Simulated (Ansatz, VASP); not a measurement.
**Mg2ZnS3: VASP beside Ansatz**

```
Mg Zn S
1.0
     6.89497    0.00000    0.00000
    -3.44748    5.97122    0.00000
     0.00000    0.00000    6.44911
Mg Zn S
4 2 6
Direct
  0.33680 0.33680 0.00278
  0.00000 0.66320 0.00278
  0.66320 0.00000 0.00278
  0.00000 0.00000 0.50421
  0.66667 0.33333 0.50466
  0.33333 0.66667 0.50466
  0.34424 0.34424 0.38664
  0.00000 0.65576 0.38664
  0.65576 0.00000 0.38664
  0.66667 0.33333 0.87105
  0.33333 0.66667 0.87105
  0.00000 0.00000 0.88611
```

Alike in both runs: functional PBE; k mesh 6 × 6 × 4; occupations gaussian, width 0.02 eV; no spin polarisation.

Ansatz relaxed the structure, and its values are those at the end. VASP's run is a single point on that final structure, the one shown.

|  | VASP | Ansatz |
| --- | --- | --- |
| version | VASP 6.6.1 | Ansatz 0.2.0 |
| potentials or method | VASP PAW PBE potentials, release 64 (Mg, Zn, S), cutoff 520 eV | scalar-relativistic, plane waves, PAW |
| valence electrons in the cell | 68 | 100 |

```tsv
	VASP	Ansatz	Ansatz less VASP
gap on the k mesh at the Fermi level (eV)	2.81	2.81	+0.003
least direct gap on the mesh (eV)	2.81	2.81	+0.003
pressure (GPa)	-0.1	0.0	+0.07
rms of the force components (eV/Å)	0.009	0.002	-0.0073
```

VASP's potentials hold 68 valence electrons a cell and Ansatz's 100, so a difference there can come from the potentials and not from the codes.
